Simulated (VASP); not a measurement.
Write the native input for VASP 6.6.1 that does the following.

```yaml
Task: single point
Functional: r2SCAN
Potentials_or_basis: VASP PAW PBE potentials, release 64 (Lu, H)
Cutoff: 520 eV
k_mesh: 14 × 14 × 14
Occupations: gaussian, width 0.05 eV
Spin: no spin polarisation
Dipole_correction: no
Further_INCAR_settings: ALGO = Normal; EDIFF = 1e-07; NBANDS = 20
```

LuH2:

```xyz
3
Lattice="0.0000 2.4964 2.4964 2.4964 0.0000 2.4964 2.4964 2.4964 0.0000" Properties=species:S:1:pos:R:3 pbc="T T T"
Lu    0.0000    0.0000    0.0000
H     1.2482    1.2482    1.2482
H     3.7446    3.7446    3.7446
```

These files were run (other wordings do the same):

POSCAR

```
LuH2
1.0
    0.0000000000      2.4964248545      2.4964248545
    2.4964248545      0.0000000000      2.4964248545
    2.4964248545      2.4964248545      0.0000000000
Lu H
1 2
Direct
    0.0000000000      0.0000000000      0.0000000000
    0.2500000000      0.2500000000      0.2500000000
    0.7500000000      0.7500000000      0.7500000000
```

INCAR.step1

```
  PREC = Accurate
  ENCUT = 520
  ISMEAR = 0
  SIGMA = 0.05
  LREAL = F
  LASPH = T
  NELM = 60
  NBANDS = 20
  GGA = PE
  ALGO = Normal
  EDIFF = 1E-4
  LWAVE = T
  LCHARG = F
```

INCAR.step2

```
  PREC = Accurate
  ENCUT = 520
  EDIFF = 1E-7
  ISMEAR = 0
  SIGMA = 0.05
  LREAL = F
  LASPH = T
  NELM = 60
  ALGO = Normal
  ISIF = 2
  LWAVE = F
  LCHARG = F
  METAGGA = R2SCAN
  LMIXTAU = T
  NBANDS = 20
  ISTART = 1
```

KPOINTS

```
Automatic mesh
0
Gamma
  14 14 14
```

Potentials or basis: VASP PAW PBE potentials, release 64 (Lu, H).

Run with:

```bash
$ cat potpaw_PBE.64/Lu/POTCAR potpaw_PBE.64/H/POTCAR > POTCAR
$ cp INCAR.step1 INCAR
$ mpirun -np 1 vasp_std > vasp.out
$ cp INCAR.step2 INCAR
$ mpirun -np 1 vasp_std > vasp.out
```

Results of the run:

| Property | Result |
| --- | --- |
| Pressure | 0.7 GPa |
| Band gap on the k mesh | zero (an odd number of electrons rules out a gap without spin polarisation) |

Caveat: the PAW data sets were made with another functional, which shifts forces and pressure a little; spin-orbit coupling is left out, which moves the levels of the heavy elements.

Run time: 4.6 min on 1 thread of AMD EPYC 9R45 96-Core Processor (Zen 5), with other jobs on the host, peak memory 0.19 GiB.
